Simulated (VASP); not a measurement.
PbO2:

```
Pb O
1.0
     0.00000    2.70199    2.70199
     2.70199    0.00000    2.70199
     2.70199    2.70199    0.00000
Pb O
1 2
Direct
  0.00000 0.00000 0.00000
  0.75000 0.75000 0.75000
  0.25000 0.25000 0.25000
```

Base run:

```yaml
Program: VASP 6.6.1
Functional: PBE
Potentials_or_basis: VASP PAW PBE potentials, release 64 (Pb_d, O)
Cutoff: 520 eV
k_mesh: 7 × 7 × 7
Occupations: fermi-dirac, width 0.05 eV
Spin: non-collinear spin, zero start, spin-orbit coupling
Starting_moments: "[[0.0, 0.0, 0.0], [0.0, 0.0, 0.0], [0.0, 0.0, 0.0]] μB"
```

Its results: pressure 0.2 GPa; net moment 0.00 μB per cell.

The run is repeated on the same cell with these changes: functional from PBE to PBEsol. What comes out?

Pressure -5.8 GPa; net moment 0.00 μB per cell.

PBEsol binds more tightly than PBE, so the same cell stands under less pressure.

Caveats: the cell stands under tension (at least some runs); the PAW data sets were made with another functional, which shifts forces and pressure a little (at least some runs).
